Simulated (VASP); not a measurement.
Input of a VASP 6.6.1 run:

The input INCAR:

```
SYSTEM = MoS2
ALGO     = Normal         ! electronic algorithm
EDIFF    = 1E-7           ! SCF threshold, eV
ENCUT    = 520            ! plane-wave cutoff, eV
GGA      = PE             ! functional
ISIF     = 2              ! what is computed and relaxed
ISMEAR   = -1             ! smearing method
LASPH    = .TRUE.         ! aspherical terms in the spheres
LCHARG   = .TRUE.         ! write CHGCAR
LELF     = .TRUE.         ! ELF
LREAL    = .FALSE.        ! projectors in reciprocal space
LVHAR    = .TRUE.       
LWAVE    = .FALSE.        ! write WAVECAR
NBANDS   = 35             ! bands
NELM     = 100            ! most SCF steps
PREC     = Accurate       ! precision mode
SIGMA    = 0.05           ! smearing width, eV
```

KPOINTS

```
k-points
0
G
  10 10 3
  0 0 0
```

The input POSCAR:

```
MoS2
1.0
    3.2229976815      0.0000000000      0.0000000000
   -1.6114988407      2.7911978708      0.0000000000
    0.0000000000      0.0000000000     12.5361393458
Mo S
2 4
Direct
    0.3333333333      0.6666666667      0.2500000000
    0.6666666667      0.3333333333      0.7500000000
    0.3333333333      0.6666666667      0.6275000000
    0.6666666667      0.3333333333      0.1275000000
    0.3333333333      0.6666666667      0.8725000000
    0.6666666667      0.3333333333      0.3725000000
```

Potentials or basis: VASP PAW PBE potentials, release 64 (Mo_sv, S).

The run is started by

```bash
$ cat potpaw_PBE.64/Mo_sv/POTCAR potpaw_PBE.64/S/POTCAR > POTCAR
$ mpirun -np 1 vasp_std > vasp.out
```

Estimate the largest force.

0.192 eV/Å.

What does it give for the band gap on the k mesh?

0.87 eV, indirect (least direct gap 1.74 eV).

Forces on the atoms (eV/Å):
```
Mo   0.000  0.000  0.000
Mo   0.000  0.000  0.000
S    0.000  0.000 -0.192
S    0.000  0.000 -0.192
S    0.000  0.000  0.192
S    0.000  0.000  0.192
```

 A k mesh can miss the band edges.
